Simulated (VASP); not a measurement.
## CdAu: single point with LDA

Crystal: CdAu.

```xyz
2
Lattice="3.2801 0.0000 0.0000 0.0000 3.2801 0.0000 0.0000 0.0000 3.2801" Properties=species:S:1:pos:R:3 pbc="T T T"
Cd    1.6400    1.6400    1.6400
Au    0.0000    0.0000    0.0000
```

- Program: VASP 6.6.1
- Task: single point
- Functional: LDA
- Potentials or basis: VASP PAW LDA potentials, release 64 (Cd, Au)
- Cutoff: 520 eV
- k mesh: 12 × 12 × 12
- Occupations: gaussian, width 0.1 eV
- Spin: no spin polarisation
- Dipole correction: no
- Further INCAR settings: ALGO = Fast; EDIFF = 1e-06; NBANDS = 18

```json
{
  "Pressure": "1.1 GPa",
  "Band gap on the k mesh": "zero (an odd number of electrons rules out a gap without spin polarisation)"
}
```

Levels at points of the mesh, in eV from the Fermi level:
| k point | band 7 | band 8 | band 9 | band 10 | band 11 | band 12 | band 13 | band 14 | band 15 | band 16 |
| --- | --- | --- | --- | --- | --- | --- | --- | --- | --- | --- |
| (0.00, 0.00, 0.00) | -5.18 | -5.18 | -3.79 | -3.79 | -3.79 | 4.76 | 4.76 | 4.76 | 8.55 | 12.25 |
| (0.50, 0.00, 0.00) | -5.58 | -5.10 | -4.87 | -4.87 | -4.05 | -2.73 | 10.79 | 10.79 | 11.20 | 11.27 |
| (0.50, 0.50, 0.00) | -4.83 | -3.95 | -3.95 | -3.37 | -1.91 | -1.91 | 0.53 | 2.55 | 11.10 | 11.54 |
| (0.50, 0.50, 0.50) | -6.09 | -6.09 | -3.33 | -3.33 | 2.05 | 2.20 | 3.98 | 3.98 | 3.98 | 5.48 |

Run time: 15 s on 1 thread of Intel(R) Xeon(R) Platinum 8488C (Sapphire Rapids), with other jobs on the host, peak memory 0.17 GiB.

Caveat: spin-orbit coupling is left out, which moves the levels of the heavy elements.
